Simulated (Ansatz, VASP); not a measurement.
BN: VASP beside Ansatz

```
N B
1.0
     0.00000    3.49532    2.16609
     1.25163    0.00000    2.16609
     1.25163    3.49532    0.00000
N B
1 1
Direct
  0.66665 0.66665 0.33335
  0.00005 0.00005 0.99995
```

Alike in both runs: functional PBEsol; k mesh 13 × 13 × 13; occupations fermi-dirac, width 0.05 eV; no spin polarisation.

|  | VASP | Ansatz |
| --- | --- | --- |
| version | VASP 6.6.1 | Ansatz 0.2.0 |
| potentials or method | VASP PAW PBE potentials, release 64 (N, B), cutoff 520 eV | all-electron LAPW, scalar-relativistic |
| task | single point | band structure |

VASP gave:

* gap on the k mesh at the Fermi level (eV): 3.79
* least direct gap on the mesh (eV): 4.59
* pressure (GPa): 0.9
* traceless stress, the component that is largest in VASP (GPa): -0.78
* rms of the force components (eV/Å): 0.006

Q: Estimate Ansatz's values.

A: gap on the k mesh at the Fermi level (eV): 3.80; least direct gap on the mesh (eV): 4.59; pressure (GPa): 0.5; traceless stress, the component that is largest in VASP (GPa): -0.32; rms of the force components (eV/Å): 0.006.

VASP's potentials were made for PBE, not for PBEsol. Atom by atom the forces differ by 0.000 eV/Å (rms over components). Ansatz ran all-electron here, and VASP with PAW potentials.
